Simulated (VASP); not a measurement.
# Ti (Im-3m) in VASP: a series of runs, part 2 of 2

VASP 6.6.1. Earlier steps stand in the parts before.

**3. Single point, PBEsol (volume 14.773 Å^3 an atom, c/a of the conventional cell 1.0000)**

The input, INCAR:

```
PREC = Accurate ; ENCUT = 520
EDIFF = 1E-7 ; ISMEAR = 0
SIGMA = 0.15 ; LREAL = False
LASPH = True ; NELM = 100
ALGO = Normal ; ISIF = 2
LWAVE = False ; LCHARG = False
GGA = PS ; NBANDS = 12
```

The input, KPOINTS:

```
Automatic mesh
0
Gamma
  22 22 22
```

The input, POSCAR:

```
Ti
1.0
   -1.5457392524      1.5457392524      1.5457392524
    1.5457392524     -1.5457392524      1.5457392524
    1.5457392524      1.5457392524     -1.5457392524
Ti
1
Direct
    0.0000000000      0.0000000000      0.0000000000
```

Potentials or basis: VASP PAW PBE potentials, release 64 (Ti_sv).

Run with:

```
$ cat potpaw_PBE.64/Ti_sv/POTCAR > POTCAR
$ mpirun -np 1 vasp_std > vasp.out
```

OUTCAR:

```text
PREC = Accurate
   ENCUT = 520
   EDIFF = 1E-7
   ISMEAR = 0
   LREAL = False
   LASPH = True
   NELM = 100
   ISIF = 2
   GGA = PS

 ion  position               nearest neighbor table
   1  0.000  0.000  0.000-

  LATTYP: Found a body centered cubic cell.
 ALAT       =     3.0914785048

  Lattice vectors:

 A1 = (  -1.5457392524,   1.5457392524,   1.5457392524)
 A2 = (   1.5457392524,  -1.5457392524,   1.5457392524)
 A3 = (   1.5457392524,   1.5457392524,  -1.5457392524)

Analysis of symmetry for initial positions (statically):
=====================================================================
 Subroutine PRICEL returns:
 Original cell was already a primitive cell.

 Routine SETGRP: Setting up the symmetry group for a
 body centered cubic supercell.

 Subroutine GETGRP returns: Found 48 space group operations
 (whereof 48 operations were pure point group operations)
 out of a pool of 48 trial point group operations.

The static configuration has the point symmetry O_h .

Analysis of symmetry for dynamics (positions and initial velocities):
=====================================================================
 Subroutine PRICEL returns:
 Original cell was already a primitive cell.

 Routine SETGRP: Setting up the symmetry group for a
 body centered cubic supercell.

 Subroutine GETGRP returns: Found 48 space group operations
 (whereof 48 operations were pure point group operations)
 out of a pool of 48 trial point group operations.

The dynamic configuration has the point symmetry O_h .

 Subroutine INISYM returns: Found 48 space group operations
 (whereof 48 operations are pure point group operations),
 and found     1 'primitive' translations

----------------------------------------------------------------------------------------

                                     Primitive cell

[... 113 lines left out ...]
   GGA     = PS    functional components
   LHFCALC =     F    Hartree Fock is set to
   AEXX    =    0.0000 exact exchange contribution
   IVDW    =     0    specifies the selected vdW correction
   LEPSILON=     F    determine dielectric tensor
   LRPA    =     F    only Hartree local field effects (RPA)
 non-spin polarized calculation
 Gauss-broadening in eV      SIGMA  =   0.15
  energy-cutoff  :      520.00
  volume of cell :       14.77
 maximum number of plane-waves:       418
   NGX =  9   NGY =  9   NGZ =  9

 number of electron      12.0000001 magnetization

 Free energy of the ion-electron system (eV)
  ---------------------------------------------------
  ext. energy  EPLUGINS =         0.00000000
  ---------------------------------------------------
  free energy    TOTEN  =        -8.17253103 eV

  energy without entropy =       -8.15227864  energy(sigma->0) =       -8.16240483

 E-fermi :   9.7386     XC(G=0): -12.4261

 val. band max:        9.7361412699   @ k =   0.2273   0.0455   0.0455
 cond. band min:       9.7447183054   @ k =  -0.3182   0.3182   0.1364
 fundamental gap:      0.0085770355
 Fermi energy:         9.7386198581

 k-point     1 :       0.0000    0.0000    0.0000
  band No.  band energies     occupation
      1     -46.2671      2.00000
      2     -21.9663      2.00000
      3     -21.9663      2.00000
      4     -21.9663      2.00000
      5       3.4872      2.00000
      6      10.8570      0.00000
      7      10.8570      0.00000
      8      10.8570      0.00000
      9      13.0140      0.00000
     10      13.0140      0.00000
     11      28.3297      0.00000
     12      28.3297      0.00000
[... 331 lines left out ...]
 k-point    24 :       0.1364    0.0909    0.0000
  band No.  band energies     occupation
      1     -46.1818      2.00000
      2     -22.3616      2.00000
      3     -22.0662      2.00000
      4     -21.9973      2.00000
      5       4.9344      2.00000
      6      10.2667      0.00000
      7      10.3579      0.00000
      8      12.0719      0.00000
      9      12.4804      0.00000
     10      13.1715      0.00000
     11      26.9189      0.00000
     12      27.6848      0.00000

 [... further k-points ...]

------------------------ aborting loop because EDIFF is reached ----------------------------------------

  FORCE on cell =-STRESS in cart. coord.  units (eV):
  Direction    XX          YY          ZZ          XY          YZ          ZX
  --------------------------------------------------------------------------------------
  -------------------------------------------------------------------------------------
  Total        1.3719998      1.3719998      1.3719998      0.0000000     -0.0000000      0.0000000
  in kB      148.7976033    148.7976033    148.7976033      0.0000000     -0.0000000      0.0000000
  external PRESSURE =     148.7976033 kB  Pullay stress =       0.0000000 kB

 VOLUME and BASIS-vectors are now :
 -----------------------------------------------------------------------------
  energy-cutoff  :      520.00
  volume of cell :       14.77
      direct lattice vectors                 reciprocal lattice vectors
    -1.545739252  1.545739252  1.545739252     0.000000000  0.323469821  0.323469821
     1.545739252 -1.545739252  1.545739252     0.323469821  0.000000000  0.323469821
     1.545739252  1.545739252 -1.545739252     0.323469821  0.323469821  0.000000000

 POSITION                                       TOTAL-FORCE (eV/Angst)
 -----------------------------------------------------------------------------------
      0.00000      0.00000      0.00000         0.000000     -0.000000      0.000000
 -----------------------------------------------------------------------------------
    total drift:                                0.000000     -0.000000      0.000000

  FREE ENERGIE OF THE ION-ELECTRON SYSTEM (eV)
  ---------------------------------------------------
  free  energy   TOTEN  =        -8.1725310291 eV

  energy  without entropy=       -8.1522786393  energy(sigma->0) =       -8.16240483
```

OSZICAR:

```text
N       E                     dE             d eps       ncg     rms          rms(c)
DAV:   1     0.856839682406E+02    0.85684E+02   -0.65535E+03  7888   0.124E+03
DAV:   2    -0.496188331709E+01   -0.90646E+02   -0.88198E+02  8056   0.302E+02
DAV:   3    -0.892807388185E+01   -0.39662E+01   -0.39267E+01 10536   0.642E+01
DAV:   4    -0.901873059120E+01   -0.90657E-01   -0.90540E-01  8876   0.824E+00
DAV:   5    -0.902095667299E+01   -0.22261E-02   -0.22260E-02  9156   0.112E+00    0.103E+01
DAV:   6    -0.816201582303E+01    0.85894E+00   -0.18229E+00  8608   0.203E+01    0.299E+00
DAV:   7    -0.815602942262E+01    0.59864E-02   -0.10554E-01  9668   0.397E+00    0.148E+00
DAV:   8    -0.817213889726E+01   -0.16109E-01   -0.48270E-02  8180   0.250E+00    0.140E-01
DAV:   9    -0.817244700490E+01   -0.30811E-03   -0.44428E-03  9540   0.656E-01    0.108E-01
DAV:  10    -0.817255622440E+01   -0.10922E-03   -0.37705E-04  8372   0.216E-01    0.238E-02
DAV:  11    -0.817253148754E+01    0.24737E-04   -0.27774E-05  9236   0.726E-02    0.778E-03
DAV:  12    -0.817253095077E+01    0.53677E-06   -0.10708E-06  8656   0.124E-02    0.943E-04
DAV:  13    -0.817253110959E+01   -0.15881E-06   -0.29673E-07  9524   0.286E-03    0.183E-03
DAV:  14    -0.817253102910E+01    0.80493E-07   -0.27824E-08  4264   0.196E-03
   1 F= -.81725310E+01 E0= -.81624048E+01  d E =-.202524E-01
```

It took 23 s on 1 thread of Intel Xeon Platinum 8559C (Emerald Rapids), shared host; peak memory 0.16 GiB.

What came out:

- Free energy: -8.1725 eV
- Pressure: 14.9 GPa
- Band gap on the k mesh: zero (band 6 reaches 10.87 eV, above the bottom of band 7 at 8.98 eV)

Caveat: the PAW data sets were made with another functional, which shifts forces and pressure a little.

**4. Single point, PBEsol (volume 15.655 Å^3 an atom, c/a of the conventional cell 1.0000)**

INCAR is that of step 3.

KPOINTS is that of step 3.

The input, POSCAR:

```
Ti
1.0
   -1.5759086048      1.5759086048      1.5759086048
    1.5759086048     -1.5759086048      1.5759086048
    1.5759086048      1.5759086048     -1.5759086048
Ti
1
Direct
    0.0000000000      0.0000000000      0.0000000000
```

Run with:

```
$ cat potpaw_PBE.64/Ti_sv/POTCAR > POTCAR
$ mpirun -np 1 vasp_std > vasp.out
```

It took 24 s on 1 thread of Intel Xeon Platinum 8559C (Emerald Rapids), shared host; peak memory 0.17 GiB.

Results (log left out):

```
Free energy            : -8.2308 eV
Pressure               : 6.5 GPa
Band gap on the k mesh : zero (band 6 reaches 10.17 eV, above the bottom of band 7 at 8.38 eV)
```

Levels at points of the mesh, in eV from the Fermi level:
| k point | band 4 | band 5 | band 6 | band 7 | band 8 | band 9 |
| --- | --- | --- | --- | --- | --- | --- |
| (0.00, 0.00, 0.00) | -31.90 | -6.16 | 1.08 | 1.08 | 1.08 | 3.09 |
| (0.50, 0.00, 0.00) | -31.91 | -2.73 | -0.52 | 1.51 | 3.10 | 3.50 |
| (0.50, 0.50, 0.50) | -32.55 | -2.48 | -2.48 | 4.47 | 4.47 | 4.47 |

Caveat: the PAW data sets were made with another functional, which shifts forces and pressure a little.

**5. The runs side by side**

| cell | gap on the mesh (eV) | pressure (GPa) |
| --- | --- | --- |
| a = 2.623 Å, angles 109.5°, 1 atom | none | 25.4 |
| a = 2.677 Å, angles 109.5°, 1 atom | none | 14.9 |
| a = 2.730 Å, angles 109.5°, 1 atom | none | 6.5 |

Alike in all rows: task single point; level PBEsol; potentials or basis VASP PAW PBE potentials, release 64 (Ti_sv); no spin polarisation; k mesh 22 × 22 × 22; cutoff (eV) 520; smearing gaussian 0.15 eV.

Caveats: the PAW data sets were made with another functional, which shifts forces and pressure a little.

Absolute energies hang on the potentials; compare differences alone.
